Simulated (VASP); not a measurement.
# Sb (P6/mmm) in VASP: relaxation of cell and atoms with r2SCAN

Aim: the relaxation of cell and atoms of Sb with r2SCAN.

All numbers are computed with VASP 6.6.1; they aren't measurements. Logs are shortened: lines on timing, memory, paths and dates and some standing lists are left out, and cuts for length are marked.

## (1) The cell of the first run

The structure is hexagonal, space group P6/mmm (No. 191). The conventional cell has a = 3.349 Å, b = 3.349 Å, c = 3.129 Å, α = 90.00°, β = 90.00°, γ = 120.00°. Within 4.1 Å of Sb (site symmetry 6/mmm) lie 8 Sb at 3.13 to 3.35 Å.

This isn't the form of Sb at room conditions, which is rhombohedral.

## (2) Relaxation of cell and atoms, r2SCAN

Contents of POSCAR:

```
Sb
1.0
    3.3489704281      0.0000000000      0.0000000000
   -1.6744852140      2.9002934672      0.0000000000
    0.0000000000      0.0000000000      3.1291942438
Sb
1
Direct
    0.0000000000      0.0000000000      0.0000000000
```

Contents of INCAR.step1:

```
  ALGO = Normal
  EDIFF = 1E-4
  ENCUT = 600
  GGA = PE
  ISMEAR = 0
  LASPH = T
  LCHARG = F
  LREAL = F
  LWAVE = T
  NELM = 80
  PREC = Accurate
  SIGMA = 0.1
```

Contents of INCAR.step2:

```
  ALGO = Normal
  EDIFF = 1E-6
  EDIFFG = -0.01
  ENCUT = 600
  IBRION = 2
  ISIF = 3
  ISMEAR = 0
  ISTART = 1
  LASPH = T
  LCHARG = F
  LMIXTAU = T
  LREAL = F
  LWAVE = F
  METAGGA = R2SCAN
  NELM = 80
  NSW = 100
  PREC = Accurate
  SIGMA = 0.1
```

Contents of KPOINTS:

```
k-points
0
Gamma
  21 21 18
```

Potentials or basis: VASP PAW PBE potentials, release 64 (Sb).

On the command line:

```sh
$ cat potpaw_PBE.64/Sb/POTCAR > POTCAR
$ cp INCAR.step1 INCAR
$ mpirun -np 1 vasp_std > vasp.out
$ cp INCAR.step2 INCAR
$ mpirun -np 1 vasp_std > vasp.out
```

OUTCAR:

```text
EDIFF = 1E-6
   EDIFFG = -0.01
   ENCUT = 600
   IBRION = 2
   ISIF = 3
   ISMEAR = 0
   ISTART = 1
   LASPH = T
   LREAL = F
   METAGGA = R2SCAN
   NELM = 80
   NSW = 100
   PREC = Accurate

 ion  position               nearest neighbor table
   1  0.000  0.000  0.000-

  LATTYP: Found a hexagonal cell.
 ALAT       =     3.3489704281
 C/A-ratio  =     0.9343750000

  Lattice vectors:

 A1 = (   3.3489704281,   0.0000000000,   0.0000000000)
 A2 = (  -1.6744852140,   2.9002934672,   0.0000000000)
 A3 = (   0.0000000000,   0.0000000000,   3.1291942438)

Analysis of symmetry for initial positions (statically):
=====================================================================
 Subroutine PRICEL returns:
 Original cell was already a primitive cell.

 Routine SETGRP: Setting up the symmetry group for a
 hexagonal supercell.

 Subroutine GETGRP returns: Found 24 space group operations
 (whereof 24 operations were pure point group operations)
 out of a pool of 24 trial point group operations.

The static configuration has the point symmetry D_6h.

Analysis of symmetry for dynamics (positions and initial velocities):
=====================================================================
 Subroutine PRICEL returns:
 Original cell was already a primitive cell.

 Routine SETGRP: Setting up the symmetry group for a
 hexagonal supercell.

 Subroutine GETGRP returns: Found 24 space group operations
 (whereof 24 operations were pure point group operations)
 out of a pool of 24 trial point group operations.

The dynamic configuration has the point symmetry D_6h.

 Subroutine INISYM returns: Found 24 space group operations
 (whereof 24 operations are pure point group operations),
 and found     1 'primitive' translations

----------------------------------------------------------------------------------------

                                     Primitive cell

  volume of cell :      30.3939

  direct lattice vectors                    reciprocal lattice vectors
     3.348970428  0.000000000  0.000000000     0.298599233  0.172396347  0.000000000
    -1.674485214  2.900293467  0.000000000     0.000000000  0.344792695  0.000000000
     0.000000000  0.000000000  3.129194244     0.000000000  0.000000000  0.319571085

  length of vectors
     3.348970428  3.348970428  3.129194244     0.344792695  0.344792695  0.319571085

  position of ions in fractional coordinates (direct lattice)
     0.000000000  0.000000000  0.000000000

  ion indices of the primitive-cell ions
   primitive index   ion index
                 1           1

----------------------------------------------------------------------------------------

 KPOINTS: k-points

Automatic generation of k-mesh.
 Grid dimensions read from file:
 generate k-points for:   21   21   18

 Generating k-lattice:

  Cartesian coordinates                     Fractional coordinates (reciprocal lattice)
     0.014219011  0.008209350  0.000000000     0.047619048  0.000000000  0.000000000
     0.000000000  0.016418700  0.000000000     0.000000000  0.047619048  0.000000000
     0.000000000  0.000000000  0.017753949     0.000000000  0.000000000  0.055555556

  Length of vectors
     0.016418700  0.016418700  0.017753949

  Shift w.r.t. Gamma in fractional coordinates (k-lattice)
     0.000000000  0.000000000  0.000000000

 Subroutine IBZKPT returns following result:
 ===========================================

 Found    480 irreducible k-points:

 Following reciprocal coordinates:
            Coordinates               Weight
  0.000000  0.000000  0.000000      1.000000
  0.047619  0.000000  0.000000      6.000000
  0.095238 -0.000000  0.000000      6.000000
  0.142857 -0.000000  0.000000      6.000000
  0.190476 -0.000000  0.000000      6.000000
  0.238095 -0.000000  0.000000      6.000000
[... 16 lines left out ...]
  0.142857  0.095238  0.000000     12.000000
  0.190476  0.095238  0.000000     12.000000
 [... further k-points ...]
   k-points           NKPTS =    480   k-points in BZ     NKDIM =    480   number of bands    NBANDS=      6
   number of dos      NEDOS =    301   number of ions     NIONS =      1
   total plane-waves  NPLWV =  21952
   dimension x,y,z NGX =    28 NGY =   28 NGZ =   28
   dimension x,y,z NGXF=    56 NGYF=   56 NGZF=   56
   ions per type =               1
   NGX,Y,Z   is equivalent  to a cutoff of  13.90, 13.90, 14.88 a.u.
   NGXF,Y,Z  is equivalent  to a cutoff of  27.80, 27.80, 29.75 a.u.
 SYSTEM =  unknown system
   PREC   = accura    normal or accurate (medium, high low for compatibility)
   ISTART =      1    job   : 0-new  1-cont  2-samecut
   ICHARG =      0    charge: 1-file 2-atom 10-const
   ISPIN  =      1    spin polarized calculation?
   LNONCOLLINEAR =      F non collinear calculations
   LSORBIT =      F    spin-orbit coupling
   LASPH  =      T    aspherical Exc in radial PAW
   ENCUT  =  600.0 eV  44.10 Ry    6.64 a.u.   6.69  6.69  6.25*2*pi/ulx,y,z
   NELM   =     80;   NELMIN=  2; NELMDL=  0     # of ELM steps
   EDIFF  = 0.1E-05   stopping-criterion for ELM
   LREAL  =      F    real-space projection
   EDIFFG = -.1E-01   stopping-criterion for IOM
   NSW    =    100    number of steps for IOM
   IBRION =      2    ionic relax: 0-MD 1-quasi-New 2-CG
   NFREE  =      1    steps in history (QN), initial steepest desc. (CG)
   ISIF   =      3    stress and relaxation
   ISYM   =      2    0-nonsym 1-usesym 2-fastsym
   POTIM  = 0.5000    time-step for ionic-motion
   TEBEG  =    0.0;   TEEND  =   0.0 temperature during run
   PSTRESS=    0.0 pullay stress
   NELECT =       5.0000    total number of electrons
   NUPDOWN=      -1.0000    fix difference up-down
   EMIN   =  10.00;   EMAX   =-10.00  energy-range for DOS
   EFERMI =   0.00;   METHOD = LEGACY
   ISMEAR =     0;   SIGMA  =   0.10  broadening in eV -4-tet -1-fermi 0-gaus
   EFERMI_NEDOS =   21; number of points for ismear=-14 and -15
   IALGO  =     38    algorithm
   IMIX   =      4    mixing-type and parameters
     AMIX     =   0.40;   BMIX     =  1.00
     AMIX_MAG =   1.60;   BMIX_MAG =  1.00
  volume/ion in A,a.u.               =      30.39       205.11
  Fermi-wavevector in a.u.,A,eV,Ry     =   0.897022  1.695125 10.947898  0.804648
  Thomas-Fermi vector in A             =   2.019553
   LORBIT       =      0    0 simple, 1 ext, 2 COOP (PROOUT), +10 PAW based schemes
   METAGGA = R2SCAN    functional components
   LHFCALC =     F    Hartree Fock is set to
   AEXX    =    0.0000 exact exchange contribution
   IVDW    =     0    specifies the selected vdW correction
   LEPSILON=     F    determine dielectric tensor
   LRPA    =     F    only Hartree local field effects (RPA)
 conjugate gradient relaxation of ions
 non-spin polarized calculation
 Gauss-broadening in eV      SIGMA  =   0.10
  energy-cutoff  :      600.00
  volume of cell :       30.39
 maximum number of plane-waves:      1056
 NGX is ok and might be reduce to    28
   NGX = 13   NGY = 13   NGZ = 13

--------------------------------------- Ionic step        1  -------------------------------------------

 number of electron       5.0000000 magnetization

 Free energy of the ion-electron system (eV)
  ---------------------------------------------------
  ext. energy  EPLUGINS =         0.00000000
  ---------------------------------------------------
  free energy    TOTEN  =       -25.46528114 eV

  energy without entropy =      -25.46255543  energy(sigma->0) =      -25.46391828

------------------------ aborting loop because EDIFF is reached ----------------------------------------

  FORCE on cell =-STRESS in cart. coord.  units (eV):
  Direction    XX          YY          ZZ          XY          YZ          ZX
  --------------------------------------------------------------------------------------
  -------------------------------------------------------------------------------------
  Total       -0.6701951     -0.6701951     -0.4533489     -0.0000000      0.0000000      0.0000000
  in kB      -35.3285704    -35.3285704    -23.8977669     -0.0000000      0.0000000      0.0000000
  external PRESSURE =     -31.5183026 kB  Pullay stress =       0.0000000 kB

 VOLUME and BASIS-vectors are now :
 -----------------------------------------------------------------------------
  energy-cutoff  :      600.00
  volume of cell :       30.39
      direct lattice vectors                 reciprocal lattice vectors
     3.348970428  0.000000000  0.000000000     0.298599233  0.172396347  0.000000000
    -1.674485214  2.900293467  0.000000000     0.000000000  0.344792695  0.000000000
     0.000000000  0.000000000  3.129194244     0.000000000  0.000000000  0.319571085
[... 211 lines left out ...]
 POSITION                                       TOTAL-FORCE (eV/Angst)
 -----------------------------------------------------------------------------------
      1.63542      2.83262      0.00000        -0.000000      0.000000      0.000000
 -----------------------------------------------------------------------------------
    total drift:                               -0.000000      0.000000     -0.000000

  FREE ENERGIE OF THE ION-ELECTRON SYSTEM (eV)
  ---------------------------------------------------
  free  energy   TOTEN  =       -25.4841436135 eV

  energy  without entropy=      -25.4813331470  energy(sigma->0) =      -25.48273838

--------------------------------------- Ionic step        8  -------------------------------------------

 number of electron       4.9999999 magnetization

 Free energy of the ion-electron system (eV)
  ---------------------------------------------------
  ext. energy  EPLUGINS =         0.00000000
  ---------------------------------------------------
  free energy    TOTEN  =       -25.48414556 eV

  energy without entropy =      -25.48133568  energy(sigma->0) =      -25.48274062

 E-fermi :   7.6845     XC(G=0): -10.3880

 val. band max:        7.6744960784   @ k =   0.1905   0.0476   0.1667
 cond. band min:       7.6911538097   @ k =   0.3810   0.1905   0.3889
 fundamental gap:      0.0166577314
 Fermi energy:         7.6845300736

 k-point     1 :       0.0000    0.0000    0.0000
  band No.  band energies     occupation
      1      -5.5881      2.00000
      2      10.9615      0.00000
      3      12.3421      0.00000
      4      12.3421      0.00000
      5      14.7991      0.00000
      6      18.3912      0.00000

 k-point     2 :       0.0476    0.0000    0.0000
  band No.  band energies     occupation
      1      -5.5445      2.00000
      2      11.0049      0.00000
      3      11.8799      0.00000
      4      12.2156      0.00000
      5      14.9253      0.00000
      6      17.4194      0.00000
[... 181 lines left out ...]
 k-point    23 :       0.1429    0.0952    0.0000
  band No.  band energies     occupation
      1      -4.7680      2.00000
      2       7.9503      0.00017
      3      10.0408      0.00000
      4      11.7559      0.00000
      5      15.7201      0.00000
      6      16.5173      0.00000

 k-point    24 :       0.1905    0.0952    0.0000
  band No.  band energies     occupation
      1      -4.3883      2.00000
      2       6.7340      2.00000
      3       9.4249      0.00000
      4      12.1071      0.00000
      5      15.7325      0.00000
      6      16.5825      0.00000

 [... further k-points ...]

------------------------ aborting loop because EDIFF is reached ----------------------------------------

  FORCE on cell =-STRESS in cart. coord.  units (eV):
  Direction    XX          YY          ZZ          XY          YZ          ZX
  --------------------------------------------------------------------------------------
  -------------------------------------------------------------------------------------
  Total        0.0028381      0.0028381      0.0094425      0.0000000      0.0000000      0.0000000
  in kB        0.1586530      0.1586530      0.5278454      0.0000000      0.0000000      0.0000000
  external PRESSURE =       0.2817171 kB  Pullay stress =       0.0000000 kB

 VOLUME and BASIS-vectors are now :
 -----------------------------------------------------------------------------
  energy-cutoff  :      600.00
  volume of cell :       28.66
      direct lattice vectors                 reciprocal lattice vectors
     3.271486818 -0.000000000  0.000000000     0.305671414  0.176479473  0.000000000
    -1.635743409  2.833190692 -0.000000000     0.000000000  0.352958946  0.000000000
     0.000000000 -0.000000000  3.092222692    -0.000000000  0.000000000  0.323391974

 POSITION                                       TOTAL-FORCE (eV/Angst)
 -----------------------------------------------------------------------------------
      0.00000     -0.00000      0.00000        -0.000000      0.000000      0.000000
 -----------------------------------------------------------------------------------
    total drift:                               -0.000000      0.000000     -0.000000

  FREE ENERGIE OF THE ION-ELECTRON SYSTEM (eV)
  ---------------------------------------------------
  free  energy   TOTEN  =       -25.4841455617 eV

  energy  without entropy=      -25.4813356819  energy(sigma->0) =      -25.48274062

 reached required accuracy - stopping structural energy minimisation
```

It took 44 min on 1 thread of AMD EPYC, shared host; peak memory 0.24 GiB.

What came out:

| Item | Value |
| --- | --- |
| Free energy | -25.4841 eV |
| Relaxed volume | 28.66 Å³/atom |
| Relaxed cell | a = 3.271 Å, b = 3.271 Å, c = 3.092 Å, α = 90.00°, β = 90.00°, γ = 120.00° |
| Space group after relaxing (to 0.1 Å) | P6/mmm (No. 191) |
| Energy gained by relaxing | 18.9 meV/atom |
| Ionic steps | 8 |
| Pressure after relaxing | 0.0 GPa |
| Band gap on the k mesh | zero (an odd number of electrons rules out a gap without spin polarisation) |

Step by step:
```csv
step,energy change (eV),largest force (eV/Å),pressure (GPa),volume (Å³)
1,0.0000,0.0000,-3.15,30.39
2,-0.0141,0.0000,1.93,27.84
3,-0.0187,0.0000,0.06,28.64
4,-0.0187,0.0000,-0.03,28.68
5,-0.0189,0.0000,-0.07,28.69
6,-0.0189,0.0000,-0.07,28.69
7,-0.0189,0.0000,0.04,28.65
8,-0.0189,0.0000,0.03,28.66
```

Final structure:
```
CELL_PARAMETERS angstrom
3.27149 0.00000 0.00000
-1.63574 2.83319 0.00000
0.00000 0.00000 3.09222
ATOMIC_POSITIONS crystal
Sb 0.00000 0.00000 0.00000
```

Levels at points of the mesh, in eV from the Fermi level:
```
           k point  band 1  band 2  band 3  band 4  band 5  band 6
(0.00, 0.00, 0.00)  -13.27    3.28    4.66    4.66    7.11   10.71
(0.00, 0.00, 0.50)  -10.69   -6.12    6.87    6.87   12.23   12.36
```

Caveat: the PAW data sets were made with another functional, which shifts forces and pressure a little; spin-orbit coupling is left out, which moves the levels of the heavy elements; an odd number of electrons without spin polarisation forces a metal; a magnetic or distorted state may lie lower.
